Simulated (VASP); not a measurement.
# ZnNi (Pm-3m) in VASP: a series of runs

ZnNi is run at these levels: LDA; tasks: single point, relaxation of cell and atoms.

All numbers are computed with VASP 6.6.1; they aren't measurements. Logs are shortened: lines on timing, memory, paths and dates and some standing lists are left out, and cuts for length are marked.

## 1. The cell of the first run

It takes space group Pm-3m (No. 221, cubic). Conventional cell: a = 2.807 Å, b = 2.807 Å, c = 2.807 Å, α = 90.00°, β = 90.00°, γ = 90.00°. Within 3.2 Å of Zn (site symmetry m-3m) lie 8 Ni at 2.43 Å and 6 Zn at 2.81 Å. Ni (site symmetry m-3m) has 8 Zn at 2.43 Å and 6 Ni at 2.81 Å within 3.2 Å.

## 2. Single point, LDA

Contents of INCAR:

```
SYSTEM = ZnNi
PREC = Accurate ; ENCUT = 520
EDIFF = 1E-6 ; ISMEAR = 0
SIGMA = 0.1 ; LREAL = .False.
LASPH = .True. ; NELM = 100
ALGO = Normal ; ISIF = 2
LWAVE = .False. ; LCHARG = .True.
GGA = CA ; LELF = .True.
LVHAR = .True. ; NBANDS = 18
```

Contents of KPOINTS:

```
Automatic mesh
0
Gamma
  14 14 14
  0 0 0
```

Contents of POSCAR:

```
ZnNi
1.0
    2.8066294855      0.0000000000      0.0000000000
    0.0000000000      2.8066294855      0.0000000000
    0.0000000000      0.0000000000      2.8066294855
Zn Ni
1 1
Direct
    0.5000000000      0.5000000000      0.5000000000
    0.0000000000      0.0000000000      0.0000000000
```

Potentials or basis: VASP PAW LDA potentials, release 64 (Zn, Ni).

Started as:

```console
> cat potpaw_LDA.64/Zn/POTCAR potpaw_LDA.64/Ni/POTCAR > POTCAR
> mpirun -np 1 vasp_std > vasp.out
```

OUTCAR:

```text
SYSTEM = ZnNi
   PREC = Accurate
   ENCUT = 520
   EDIFF = 1E-6
   ISMEAR = 0
   LREAL = .False.
   LASPH = .True.
   NELM = 100
   ISIF = 2
   GGA = CA

 ion  position               nearest neighbor table
   1  0.500  0.500  0.500-   2 2.43   2 2.43   2 2.43   2 2.43   2 2.43   2 2.43   2 2.43   2 2.43

   2  0.000  0.000  0.000-   1 2.43   1 2.43   1 2.43   1 2.43   1 2.43   1 2.43   1 2.43   1 2.43

  LATTYP: Found a simple cubic cell.
 ALAT       =     2.8066294855

  Lattice vectors:

 A1 = (   2.8066294855,   0.0000000000,   0.0000000000)
 A2 = (   0.0000000000,   2.8066294855,   0.0000000000)
 A3 = (   0.0000000000,   0.0000000000,   2.8066294855)

Analysis of symmetry for initial positions (statically):
=====================================================================
 Subroutine PRICEL returns:
 Original cell was already a primitive cell.

 Routine SETGRP: Setting up the symmetry group for a
 simple cubic supercell.

 Subroutine GETGRP returns: Found 48 space group operations
[... 9 lines left out ...]

 Routine SETGRP: Setting up the symmetry group for a
 simple cubic supercell.

 Subroutine GETGRP returns: Found 48 space group operations
[... 11 lines left out ...]
                                     Primitive cell

  volume of cell :      22.1083

  direct lattice vectors                    reciprocal lattice vectors
     2.806629485  0.000000000  0.000000000     0.356299257  0.000000000  0.000000000
     0.000000000  2.806629485  0.000000000     0.000000000  0.356299257  0.000000000
     0.000000000  0.000000000  2.806629485     0.000000000  0.000000000  0.356299257

  length of vectors
     2.806629485  2.806629485  2.806629485     0.356299257  0.356299257  0.356299257

  position of ions in fractional coordinates (direct lattice)
     0.500000000  0.500000000  0.500000000
     0.000000000  0.000000000  0.000000000

  ion indices of the primitive-cell ions
   primitive index   ion index
                 1           1
                 2           2

----------------------------------------------------------------------------------------

 KPOINTS: Automatic mesh

Automatic generation of k-mesh.
 Grid dimensions read from file:
 generate k-points for:   14   14   14

 Generating k-lattice:

  Cartesian coordinates                     Fractional coordinates (reciprocal lattice)
     0.025449947  0.000000000  0.000000000     0.071428571  0.000000000  0.000000000
[... 56 lines left out ...]
   LASPH  =      T    aspherical Exc in radial PAW
   ENCUT  =  520.0 eV  38.22 Ry    6.18 a.u.   5.22  5.22  5.22*2*pi/ulx,y,z
   NELM   =    100;   NELMIN=  2; NELMDL= -5     # of ELM steps
   EDIFF  = 0.1E-05   stopping-criterion for ELM
   LREAL  =      F    real-space projection
   EDIFFG = 0.1E-04   stopping-criterion for IOM
   NSW    =      0    number of steps for IOM
   IBRION =     -1    ionic relax: 0-MD 1-quasi-New 2-CG
   NFREE  =      0    steps in history (QN), initial steepest desc. (CG)
   ISIF   =      2    stress and relaxation
   ISYM   =      2    0-nonsym 1-usesym 2-fastsym
   POTIM  = 0.5000    time-step for ionic-motion
   TEBEG  =    0.0;   TEEND  =   0.0 temperature during run
   PSTRESS=    0.0 pullay stress
   NELECT =      22.0000    total number of electrons
   NUPDOWN=      -1.0000    fix difference up-down
   EMIN   =  10.00;   EMAX   =-10.00  energy-range for DOS
   EFERMI =   0.00;   METHOD = LEGACY
   ISMEAR =     0;   SIGMA  =   0.10  broadening in eV -4-tet -1-fermi 0-gaus
   EFERMI_NEDOS =   21; number of points for ismear=-14 and -15
   IALGO  =     38    algorithm
   IMIX   =      4    mixing-type and parameters
     AMIX     =   0.40;   BMIX     =  1.00
     AMIX_MAG =   1.60;   BMIX_MAG =  1.00
  volume/ion in A,a.u.               =      11.05        74.60
  Fermi-wavevector in a.u.,A,eV,Ry     =   1.634421  3.088608 36.345685  2.671333
  Thomas-Fermi vector in A             =   2.726063
   LORBIT       =      0    0 simple, 1 ext, 2 COOP (PROOUT), +10 PAW based schemes
   GGA     = CA    functional components
   LHFCALC =     F    Hartree Fock is set to
   AEXX    =    0.0000 exact exchange contribution
   IVDW    =     0    specifies the selected vdW correction
   LEPSILON=     F    determine dielectric tensor
   LRPA    =     F    only Hartree local field effects (RPA)
 non-spin polarized calculation
 Gauss-broadening in eV      SIGMA  =   0.10
  energy-cutoff  :      520.00
  volume of cell :       22.11
 maximum number of plane-waves:       624
 NGX is ok and might be reduce to    24
   NGX = 11   NGY = 11   NGZ = 11

 number of electron      22.0000005 magnetization

 Free energy of the ion-electron system (eV)
  ---------------------------------------------------
  ext. energy  EPLUGINS =         0.00000000
  ---------------------------------------------------
  free energy    TOTEN  =        -9.02940012 eV

  energy without entropy =       -9.02328802  energy(sigma->0) =       -9.02634407

 E-fermi :   6.8361     XC(G=0): -13.5897

 val. band max:        6.8253367034   @ k =   0.4286   0.0714   0.0714
 cond. band min:       6.8375692786   @ k =   0.5000   0.2857   0.1429
 fundamental gap:      0.0122325752
 Fermi energy:         6.8361219451

 k-point     1 :       0.0000    0.0000    0.0000
  band No.  band energies     occupation
      1      -3.9376      2.00000
      2      -1.1698      2.00000
      3      -1.1698      2.00000
      4      -0.2280      2.00000
      5      -0.2280      2.00000
      6      -0.2280      2.00000
[... 481 lines left out ...]
      5      -0.2970      2.00000
      6       0.2484      2.00000
[... 10 lines left out ...]
     17      25.3522      0.00000
     18      25.8800      0.00000

 [... further k-points ...]

------------------------ aborting loop because EDIFF is reached ----------------------------------------

  FORCE on cell =-STRESS in cart. coord.  units (eV):
  Direction    XX          YY          ZZ          XY          YZ          ZX
  --------------------------------------------------------------------------------------
  -------------------------------------------------------------------------------------
  Total        0.1451354      0.1451354      0.1451354      0.0000000      0.0000000      0.0000000
  in kB       10.5178892     10.5178892     10.5178892      0.0000000      0.0000000      0.0000000
  external PRESSURE =      10.5178892 kB  Pullay stress =       0.0000000 kB

 VOLUME and BASIS-vectors are now :
 -----------------------------------------------------------------------------
  energy-cutoff  :      520.00
  volume of cell :       22.11
      direct lattice vectors                 reciprocal lattice vectors
     2.806629485  0.000000000  0.000000000     0.356299257  0.000000000  0.000000000
     0.000000000  2.806629485  0.000000000     0.000000000  0.356299257  0.000000000
     0.000000000  0.000000000  2.806629485     0.000000000  0.000000000  0.356299257

 POSITION                                       TOTAL-FORCE (eV/Angst)
 -----------------------------------------------------------------------------------
      1.40331      1.40331      1.40331         0.000000      0.000000      0.000000
      0.00000      0.00000      0.00000         0.000000      0.000000      0.000000
 -----------------------------------------------------------------------------------
    total drift:                                0.000000      0.000000     -0.000000

  FREE ENERGIE OF THE ION-ELECTRON SYSTEM (eV)
  ---------------------------------------------------
  free  energy   TOTEN  =        -9.0294001241 eV

  energy  without entropy=       -9.0232880180  energy(sigma->0) =       -9.02634407
```

OSZICAR:

```text
N       E                     dE             d eps       ncg     rms          rms(c)
DAV:   1     0.957175673627E+02    0.95718E+02   -0.10605E+04  4728   0.189E+03
DAV:   2    -0.590970600736E+01   -0.10163E+03   -0.97413E+02  4346   0.280E+02
DAV:   3    -0.996567617426E+01   -0.40560E+01   -0.40233E+01  4662   0.662E+01
DAV:   4    -0.100065067206E+02   -0.40831E-01   -0.40809E-01  4902   0.595E+00
DAV:   5    -0.100074790294E+02   -0.97231E-03   -0.97224E-03  4632   0.877E-01    0.111E+01
DAV:   6    -0.102580136757E+02   -0.25053E+00   -0.10708E+01  4624   0.577E+01    0.983E+00
DAV:   7    -0.908512476692E+01    0.11729E+01   -0.47393E+00  4620   0.612E+01    0.415E+00
DAV:   8    -0.903948294151E+01    0.45642E-01   -0.16111E-01  5950   0.735E+00    0.156E+00
DAV:   9    -0.902967004336E+01    0.98129E-02   -0.74818E-03  5724   0.120E+00    0.236E-01
DAV:  10    -0.902939650543E+01    0.27354E-03   -0.64596E-04  5578   0.311E-01    0.722E-02
DAV:  11    -0.902940084849E+01   -0.43431E-05   -0.40133E-05  6394   0.148E-01    0.117E-02
DAV:  12    -0.902940012412E+01    0.72437E-06   -0.51728E-06  4228   0.523E-02
   1 F= -.90294001E+01 E0= -.90263441E+01  d E =-.611211E-02
```

stdout:

```text
POSCAR found type information on POSCAR ZnNi
 POSCAR found :  2 types and       2 ions
 scaLAPACK will be used
 LDA part: xc-table for (Slater(with rela. corr.)+CA(PZ))
 , standard interpolation
 POSCAR, INCAR and KPOINTS ok, starting setup
 FFT: planning ... GRIDC
 FFT: planning ... GRID_SOFT
 FFT: planning ... GRID
 WAVECAR not read
 entering main loop
```

Run time: 41 s. Hardware: 1 thread of Oxide Virtual Turin-like, shared host; peak memory 0.13 GiB.

What came out:

```yaml
Free_energy: -9.0294 eV
Pressure: 1.1 GPa
Band_gap_on_the_k_mesh: zero (band 11 reaches 12.08 eV, above the bottom of band 12 at 6.12 eV)
```

Levels at points of the mesh, in eV from the Fermi level:
```csv
k point,band 9,band 10,band 11,band 12,band 13,band 14
"(0.00, 0.00, 0.00)",-1.04,-1.04,-1.04,7.52,7.52,7.52
"(0.50, 0.00, 0.00)",-1.94,-1.94,-1.15,-0.18,13.85,13.85
"(0.50, 0.50, 0.00)",-1.60,-1.30,-1.30,-0.72,3.85,4.20
"(0.50, 0.50, 0.50)",-0.69,-0.69,5.24,5.69,5.69,5.69
```

(Continued in part 2 of 2.)
